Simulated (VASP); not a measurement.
# PbS in VASP: notebook

PbS is run at these levels: PBE; tasks: electric field gradients.

Everything below comes from runs of VASP 6.6.1. Logs are shortened: lines on timing, memory, paths and dates and some standing lists are left out, and cuts for length are marked.

## (1) The cell of the first run

The cell holds a slab with vacuum, 4 atoms: a = 4.109 Å, b = 4.151 Å, c = 11.749 Å, α = 92.96°, β = 93.73°, γ = 89.21°.

## (2) Electric field gradients, PBE (equal xy, yz and zx shear strains of +1 %)

Contents of INCAR:

```
SYSTEM = PbS
ALGO = Normal
EDIFF = 1E-8
ENCUT = 520
GGA = PE
ISIF = 2
ISMEAR = -1
LASPH = .True.
LCHARG = .False.
LEFG = .True.
LREAL = .False.
LWAVE = .False.
NBANDS = 28
NELM = 80
PREC = Accurate
SIGMA = 0.01
```

Contents of KPOINTS:

```
k-points
0
Gamma
  7 7 3
  0 0 0
```

Contents of POSCAR:

```
PbS
1.0
    2.9260000000     -2.8852975000      0.0002025000
    2.9550000000      2.9147025000      0.0292025000
   -1.0215035500      0.0531462000     11.7038897500
Pb S
2 2
Direct
    0.7756000000      0.7756000000      0.6363800000
    0.2244000000      0.2244000000      0.3636200000
    0.2684000000      0.2684000000      0.5986000000
    0.7316000000      0.7316000000      0.4014000000
```

Potentials or basis: VASP PAW PBE potentials, release 64 (Pb_d, S).

Run with:

```bash
cat potpaw_PBE.64/Pb_d/POTCAR potpaw_PBE.64/S/POTCAR > POTCAR
mpirun -np 1 vasp_std > vasp.out
```

OUTCAR:

```text
SYSTEM = PbS
   EDIFF = 1E-8
   ENCUT = 520
   GGA = PE
   ISIF = 2
   ISMEAR = -1
   LASPH = .True.
   LREAL = .False.
   NELM = 80
   PREC = Accurate

 ion  position               nearest neighbor table
   1  0.776  0.776  0.636-   4 2.75   3 2.93   3 2.94   3 2.97   3 2.98
   2  0.224  0.224  0.364-   3 2.75   4 2.93   4 2.94   4 2.97   4 2.98
   3  0.268  0.268  0.599-   2 2.75   1 2.93   1 2.94   1 2.97   1 2.98
   4  0.732  0.732  0.401-   1 2.75   2 2.93   2 2.94   2 2.97   2 2.98

  LATTYP: Found a triclinic cell.
 ALAT       =     4.1093086650
 B/A-ratio  =     1.4114649132
 C/A-ratio  =     2.8589975193
 COS(alpha) =     0.0090697057
 COS(beta)  =     0.0650374338
 COS(gamma) =     0.6985590418

  Lattice vectors:

 A1 = (   2.9260000000,  -2.8852975000,   0.0002025000)
 A2 = (  -0.0290000000,  -5.8000000000,  -0.0290000000)
 A3 = (   1.0215035500,  -0.0531462000, -11.7038897500)

Analysis of symmetry for initial positions (statically):
=====================================================================
 Subroutine PRICEL returns:
 Original cell was already a primitive cell.

 Routine SETGRP: Setting up the symmetry group for a
 triclinic supercell.

 Subroutine GETGRP returns: Found  2 space group operations
 (whereof  2 operations were pure point group operations)
 out of a pool of  2 trial point group operations.

The static configuration has the point symmetry S_2 .

Analysis of symmetry for dynamics (positions and initial velocities):
=====================================================================
 Subroutine PRICEL returns:
 Original cell was already a primitive cell.

 Routine SETGRP: Setting up the symmetry group for a
 triclinic supercell.

 Subroutine GETGRP returns: Found  2 space group operations
 (whereof  2 operations were pure point group operations)
 out of a pool of  2 trial point group operations.

The dynamic configuration has the point symmetry S_2 .

 Subroutine INISYM returns: Found  2 space group operations
 (whereof  2 operations are pure point group operations),
 and found     1 'primitive' translations

----------------------------------------------------------------------------------------

                                     Primitive cell

  volume of cell :     199.6858

  direct lattice vectors                    reciprocal lattice vectors
     2.926000000 -2.885297500  0.000202500     0.170827357 -0.173346414  0.015696786
     2.955000000  2.914702500  0.029202500     0.169111712  0.171498329  0.013981141
    -1.021503550  0.053146200 11.703889750    -0.000424908 -0.000424908  0.085406524

  length of vectors
     4.109308665  4.150706982 11.748503279     0.243879795  0.241259031  0.085408638

  position of ions in fractional coordinates (direct lattice)
     0.775600000  0.775600000  0.636380000
     0.224400000  0.224400000  0.363620000
     0.268400000  0.268400000  0.598600000
     0.731600000  0.731600000  0.401400000

  ion indices of the primitive-cell ions
   primitive index   ion index
                 1           1
                 2           2
                 3           3
                 4           4

----------------------------------------------------------------------------------------

 KPOINTS: k-points

Automatic generation of k-mesh.
 Grid dimensions read from file:
 generate k-points for:    7    7    3

 Generating k-lattice:

  Cartesian coordinates                     Fractional coordinates (reciprocal lattice)
     0.024403908 -0.024763773  0.002242398     0.142857143  0.000000000  0.000000000
     0.024158816  0.024499761  0.001997306    -0.000000000  0.142857143  0.000000000
    -0.000141636 -0.000141636  0.028468841    -0.000000000  0.000000000  0.333333333

  Length of vectors
     0.034839971  0.034465576  0.028469546

  Shift w.r.t. Gamma in fractional coordinates (k-lattice)
     0.000000000  0.000000000  0.000000000

 Subroutine IBZKPT returns following result:
 ===========================================

 Found     74 irreducible k-points:

 Following reciprocal coordinates:
            Coordinates               Weight
  0.000000  0.000000  0.000000      1.000000
  0.142857  0.000000 -0.000000      2.000000
  0.285714  0.000000  0.000000      2.000000
  0.428571 -0.000000  0.000000      2.000000
  0.000000  0.142857  0.000000      2.000000
  0.142857  0.142857  0.000000      2.000000
[... 16 lines left out ...]
 -0.428571  0.428571 -0.000000      2.000000
 -0.285714  0.428571  0.000000      2.000000
 [... further k-points ...]
   k-points           NKPTS =     74   k-points in BZ     NKDIM =     74   number of bands    NBANDS=     28
   number of dos      NEDOS =    301   number of ions     NIONS =      4
   total plane-waves  NPLWV =  92160
   dimension x,y,z NGX =    32 NGY =   32 NGZ =   90
   dimension x,y,z NGXF=    64 NGYF=   64 NGZF=  180
   ions per type =               2   2
   NGX,Y,Z   is equivalent  to a cutoff of  12.95, 12.82, 12.74 a.u.
   NGXF,Y,Z  is equivalent  to a cutoff of  25.89, 25.63, 25.47 a.u.
 SYSTEM =  PbS
   PREC   = accura    normal or accurate (medium, high low for compatibility)
   ISTART =      0    job   : 0-new  1-cont  2-samecut
   ICHARG =      2    charge: 1-file 2-atom 10-const
   ISPIN  =      1    spin polarized calculation?
   LNONCOLLINEAR =      F non collinear calculations
   LSORBIT =      F    spin-orbit coupling
   LASPH  =      T    aspherical Exc in radial PAW
   ENCUT  =  520.0 eV  38.22 Ry    6.18 a.u.   7.64  7.72 21.84*2*pi/ulx,y,z
   NELM   =     80;   NELMIN=  2; NELMDL= -5     # of ELM steps
   EDIFF  = 0.1E-07   stopping-criterion for ELM
   LREAL  =      F    real-space projection
   EDIFFG = 0.1E-06   stopping-criterion for IOM
   NSW    =      0    number of steps for IOM
   IBRION =     -1    ionic relax: 0-MD 1-quasi-New 2-CG
   NFREE  =      0    steps in history (QN), initial steepest desc. (CG)
   ISIF   =      2    stress and relaxation
   ISYM   =      2    0-nonsym 1-usesym 2-fastsym
   POTIM  = 0.5000    time-step for ionic-motion
   TEBEG  =    0.0;   TEEND  =   0.0 temperature during run
   PSTRESS=    0.0 pullay stress
   NELECT =      40.0000    total number of electrons
   NUPDOWN=      -1.0000    fix difference up-down
   EMIN   =  10.00;   EMAX   =-10.00  energy-range for DOS
   EFERMI =   0.00;   METHOD = LEGACY
   ISMEAR =    -1;   SIGMA  =   0.01  broadening in eV -4-tet -1-fermi 0-gaus
   EFERMI_NEDOS =   21; number of points for ismear=-14 and -15
   IALGO  =     38    algorithm
   IMIX   =      4    mixing-type and parameters
     AMIX     =   0.40;   BMIX     =  1.00
     AMIX_MAG =   1.60;   BMIX_MAG =  1.00
  volume/ion in A,a.u.               =      49.92       336.89
  Fermi-wavevector in a.u.,A,eV,Ry     =   0.957883  1.810136 12.483884  0.917540
  Thomas-Fermi vector in A             =   2.086941
   LORBIT       =      0    0 simple, 1 ext, 2 COOP (PROOUT), +10 PAW based schemes
   GGA     = PE    functional components
[... 5 lines left out ...]
 non-spin polarized calculation
  energy-cutoff  :      520.00
  volume of cell :      199.69
 maximum number of plane-waves:      5399
   NGX = 15   NGY = 15   NGZ = 43

 number of electron      40.0000007 magnetization

 Free energy of the ion-electron system (eV)
  ---------------------------------------------------
  ext. energy  EPLUGINS =         0.00000000
  ---------------------------------------------------
  free energy    TOTEN  =       -17.18181479 eV

  energy without entropy =      -17.18181479  energy(sigma->0) =      -17.18181479

 E-fermi :   0.9252     XC(G=0):  -5.9143

 val. band max:        0.7111166003   @ k =   0.0000   0.0000   0.0000
 cond. band min:       1.9794130600   @ k =   0.0000  -0.0000   0.3333
 fundamental gap:      1.2682964597
 Fermi energy:         0.9252137119

 k-point     1 :       0.0000    0.0000    0.0000
  band No.  band energies     occupation
      1     -15.6243      2.00000
      2     -15.5446      2.00000
      3     -15.5406      2.00000
      4     -15.5339      2.00000
      5     -15.5045      2.00000
      6     -15.4991      2.00000
[... 20 lines left out ...]
     27       7.0205      0.00000
     28       7.2616      0.00000

 k-point     2 :       0.1429    0.0000   -0.0000
  band No.  band energies     occupation
      1     -15.6138      2.00000
      2     -15.5368      2.00000
      3     -15.5362      2.00000
      4     -15.5281      2.00000
      5     -15.5057      2.00000
      6     -15.5008      2.00000
[... 20 lines left out ...]
     27       6.5594      0.00000
     28       6.9183      0.00000

 k-point     3 :       0.2857    0.0000    0.0000
  band No.  band energies     occupation
      1     -15.5905      2.00000
      2     -15.5395      2.00000
      3     -15.5210      2.00000
      4     -15.5116      2.00000
      5     -15.5114      2.00000
      6     -15.5090      2.00000
[... 20 lines left out ...]
     27       6.1119      0.00000
     28       7.3279      0.00000

 k-point     4 :       0.4286   -0.0000    0.0000
  band No.  band energies     occupation
      1     -15.5677      2.00000
      2     -15.5502      2.00000
      3     -15.5223      2.00000
      4     -15.5213      2.00000
      5     -15.5153      2.00000
      6     -15.5108      2.00000
[... 578 lines left out ...]
     27       7.4471      0.00000
     28       7.9519      0.00000

 k-point    23 :      -0.4286    0.4286   -0.0000
  band No.  band energies     occupation
      1     -15.6249      2.00000
      2     -15.6206      2.00000
      3     -15.5251      2.00000
      4     -15.5196      2.00000
      5     -15.5042      2.00000
      6     -15.5033      2.00000
[... 20 lines left out ...]
     27       7.5054      0.00000
     28       8.0733      0.00000

 k-point    24 :      -0.2857    0.4286    0.0000
  band No.  band energies     occupation
      1     -15.6013      2.00000
      2     -15.5896      2.00000
      3     -15.5219      2.00000
      4     -15.5203      2.00000
      5     -15.5105      2.00000
      6     -15.5052      2.00000
[... 20 lines left out ...]
     27       6.6438      0.00000
     28       7.5480      0.00000

 [... further k-points ...]

------------------------ aborting loop because EDIFF is reached ----------------------------------------

  FORCE on cell =-STRESS in cart. coord.  units (eV):
  Direction    XX          YY          ZZ          XY          YZ          ZX
  --------------------------------------------------------------------------------------
  -------------------------------------------------------------------------------------
  Total        0.6304801      1.7430574     -1.5099155     -0.1457882     -0.0688940     -0.0825606
  in kB        5.0586508     13.9854034    -12.1147918     -1.1697302     -0.5527701     -0.6624239
  external PRESSURE =       2.3097541 kB  Pullay stress =       0.0000000 kB

 VOLUME and BASIS-vectors are now :
 -----------------------------------------------------------------------------
  energy-cutoff  :      520.00
  volume of cell :      199.69
      direct lattice vectors                 reciprocal lattice vectors
     2.926000000 -2.885297500  0.000202500     0.170827357 -0.173346414  0.015696786
     2.955000000  2.914702500  0.029202500     0.169111712  0.171498329  0.013981141
    -1.021503550  0.053146200 11.703889750    -0.000424908 -0.000424908  0.085406524

 POSITION                                       TOTAL-FORCE (eV/Angst)
 -----------------------------------------------------------------------------------
      3.91124      0.05663      7.47093        -0.004060     -0.004058     -0.410238
      0.94826      0.02592      4.26237         0.004060      0.004058      0.410238
      0.96699      0.03971      7.01384        -0.031661     -0.028067     -0.065736
      3.89251      0.04285      4.71945         0.031661      0.028067      0.065736
 -----------------------------------------------------------------------------------
    total drift:                                0.000000      0.000000      0.000000

  FREE ENERGIE OF THE ION-ELECTRON SYSTEM (eV)
  ---------------------------------------------------
  free  energy   TOTEN  =       -17.1818147893 eV

  energy  without entropy=      -17.1818147893  energy(sigma->0) =      -17.18181479

 Electric field gradients (V/A^2)
---------------------------------------------------------------------
 ion       V_xx      V_yy      V_zz      V_xy      V_xz      V_yz
---------------------------------------------------------------------
   1      95.276    38.339  -133.615    -1.013     1.900     1.876
   2      95.276    38.339  -133.615    -1.013     1.900     1.876
   3       0.351    -1.483     1.133     1.876     1.807     1.610
   4       0.351    -1.483     1.133     1.876     1.807     1.610
---------------------------------------------------------------------

 Electric field gradients after diagonalization (V/A^2)
 (convention: |V_zz| > |V_xx| > |V_yy|)
----------------------------------------------------------------------
 ion       V_xx      V_yy      V_zz     asymmetry (V_yy - V_xx)/ V_zz
----------------------------------------------------------------------
   1      95.309    38.342  -133.651       0.426
   2      95.309    38.342  -133.651       0.426
   3      -2.721    -1.011     3.732       0.458
   4      -2.721    -1.011     3.732       0.458
----------------------------------------------------------------------

           NMR quadrupolar parameters

 Cq : quadrupolar parameter    Cq=e*Q*V_zz/h
 eta: asymmetry parameters     (V_yy - V_xx)/ V_zz
 Q  : nuclear electric quadrupole moment in mb (millibarn)
----------------------------------------------------------------------
 ion       Cq(MHz)       eta       Q (mb)
----------------------------------------------------------------------
   1      -0.323       0.426       1.000
   2      -0.323       0.426       1.000
   3       0.009       0.458       1.000
   4       0.009       0.458       1.000
----------------------------------------------------------------------
```

Wall time 24 min (1 thread of AMD EPYC, shared host); peak memory 0.48 GiB.

What came out:

| Property | Result |
| --- | --- |
| Free energy | -17.1818 eV |
| Largest force | 0.410 eV/Å |
| Band gap on the k mesh | 1.27 eV |
| Largest electric field gradient by atom | Pb -133.7; S +3.7 V/Å² |

Forces on the atoms (eV/Å):
```
Pb  -0.004 -0.004 -0.410
Pb   0.004  0.004  0.410
S   -0.032 -0.028 -0.066
S    0.032  0.028  0.066
```

Electric field gradients, principal values (V/Å²):
| atom | least | middle | greatest (by size) |
| --- | --- | --- | --- |
| 1 Pb | 38.342 | 95.309 | -133.651 |
| 2 Pb | 38.342 | 95.309 | -133.651 |
| 3 S | -1.011 | -2.721 | 3.732 |
| 4 S | -1.011 | -2.721 | 3.732 |

Caveat: the cell differs from its parent crystal (equal xy, yz and zx shear strains of +1 %); there is no dipole correction, which matters where the two faces differ; without QUAD_EFG the Cq values of the log hold for a quadrupole moment of 1 mb, not for the nuclei; spin-orbit coupling is left out, which moves the levels of the heavy elements.

## (3) Electric field gradients, PBE (50.42 Å³/atom)

This run uses another cell than the first one.

Contents of INCAR:

```
SYSTEM = PbS
ALGO = Normal
EDIFF = 1E-8
ENCUT = 400
GGA = PE
GGA_COMPAT = .FALSE.
ISIF = 2
ISMEAR = -1
LASPH = .TRUE.
LCHARG = .FALSE.
LEFG = .TRUE.
LREAL = .FALSE.
LWAVE = .FALSE.
NBANDS = 28
NELM = 120
PREC = Accurate
SIGMA = 0.01
```

Contents of KPOINTS:

```
k-points
0
G
  7 7 3
  0 0 0
```

Contents of POSCAR:

```
PbS
1.0
    2.9502691748     -2.9096346223      0.0000000000
    2.9502691748      2.9096346223      0.0000000000
   -1.0836382323      0.0000000000     11.7481915815
Pb S
2 2
Direct
    0.7756000000      0.7756000000      0.6363800000
    0.2244000000      0.2244000000      0.3636200000
    0.2684000000      0.2684000000      0.5986000000
    0.7316000000      0.7316000000      0.4014000000
```

Potentials or basis: VASP PAW PBE potentials, release 64 (Pb_d, S).

Run with:

```bash
cat potpaw_PBE.64/Pb_d/POTCAR potpaw_PBE.64/S/POTCAR > POTCAR
mpirun -np 1 vasp_std > vasp.out
```

OUTCAR:

```text
SYSTEM = PbS
   EDIFF = 1E-8
   ENCUT = 400
   GGA = PE
   ISIF = 2
   ISMEAR = -1
   LASPH = .TRUE.
   LREAL = .FALSE.
   NELM = 120
   PREC = Accurate

 ion  position               nearest neighbor table
   1  0.776  0.776  0.636-   4 2.76   3 2.94   3 2.94   3 2.98   3 2.98
   2  0.224  0.224  0.364-   3 2.76   4 2.94   4 2.94   4 2.98   4 2.98
   3  0.268  0.268  0.599-   2 2.76   1 2.94   1 2.94   1 2.98   1 2.98
   4  0.732  0.732  0.401-   1 2.76   2 2.94   2 2.94   2 2.98   2 2.98

  LATTYP: Found a base centered monoclinic cell.
 ALAT       =     5.9005383496
 B/A-ratio  =     0.9862268322
 C/A-ratio  =     1.9994891546
 COS(beta)  =    -0.0918488301

  Lattice vectors:

 A1 = (   2.9502691748,  -2.9096346223,   0.0000000000)
 A2 = (   2.9502691748,   2.9096346223,   0.0000000000)
 A3 = (  -1.0836382323,   0.0000000000,  11.7481915815)

Analysis of symmetry for initial positions (statically):
=====================================================================
 Subroutine PRICEL returns:
[... 948 lines left out ...]
      3.88685      0.00000      7.47631        -0.000619      0.000000     -0.478568
      0.93005      0.00000      4.27188         0.000619      0.000000      0.478568
      0.93504      0.00000      7.03247        -0.003967      0.000000     -0.085915
      3.88186      0.00000      4.71572         0.003967      0.000000      0.085915
 -----------------------------------------------------------------------------------
    total drift:                                0.000000      0.000000      0.000000

  FREE ENERGIE OF THE ION-ELECTRON SYSTEM (eV)
  ---------------------------------------------------
  free  energy   TOTEN  =       -17.1848197327 eV

  energy  without entropy=      -17.1848197327  energy(sigma->0) =      -17.18481973

 Electric field gradients (V/A^2)
---------------------------------------------------------------------
 ion       V_xx      V_yy      V_zz      V_xy      V_xz      V_yz
---------------------------------------------------------------------
   1      94.457    37.957  -132.414     0.000     0.403     0.000
   2      94.457    37.957  -132.414     0.000     0.403     0.000
   3       0.204    -1.533     1.329     0.000     0.231     0.000
   4       0.204    -1.533     1.329     0.000     0.231    -0.000
---------------------------------------------------------------------

 Electric field gradients after diagonalization (V/A^2)
 (convention: |V_zz| > |V_xx| > |V_yy|)
----------------------------------------------------------------------
 ion       V_xx      V_yy      V_zz     asymmetry (V_yy - V_xx)/ V_zz
----------------------------------------------------------------------
   1      94.458    37.957  -132.415       0.427
   2      94.458    37.957  -132.415       0.427
   3       1.374     0.159    -1.533       0.793
   4       1.374     0.159    -1.533       0.793
----------------------------------------------------------------------

           NMR quadrupolar parameters

 Cq : quadrupolar parameter    Cq=e*Q*V_zz/h
 eta: asymmetry parameters     (V_yy - V_xx)/ V_zz
 Q  : nuclear electric quadrupole moment in mb (millibarn)
----------------------------------------------------------------------
 ion       Cq(MHz)       eta       Q (mb)
----------------------------------------------------------------------
   1      -0.320       0.427       1.000
   2      -0.320       0.427       1.000
   3      -0.004       0.793       1.000
   4      -0.004       0.793       1.000
----------------------------------------------------------------------
```

Wall time 2.2 min (1 thread of Intel Xeon Platinum 8488C (Sapphire Rapids), shared host); peak memory 0.31 GiB.

What came out:

```yaml
Free_energy: -17.1848 eV
Largest_force: 0.479 eV/Å
Band_gap_on_the_k_mesh: 1.28 eV
Largest_electric_field_gradient_by_atom: Pb -132.4; S -1.5 V/Å²
```

Forces on the atoms (eV/Å):
```
Pb  -0.001  0.000 -0.479
Pb   0.001  0.000  0.479
S   -0.004  0.000 -0.086
S    0.004  0.000  0.086
```

Electric field gradients, principal values (V/Å²):
```tsv
atom	least	middle	greatest (by size)
1 Pb	37.957	94.458	-132.415
2 Pb	37.957	94.458	-132.415
3 S	0.159	1.374	-1.533
4 S	0.159	1.374	-1.533
```

Caveat: there is no dipole correction, which matters where the two faces differ; without QUAD_EFG the Cq values of the log hold for a quadrupole moment of 1 mb, not for the nuclei; spin-orbit coupling is left out, which moves the levels of the heavy elements.

(Continued in part 2 of 3.)
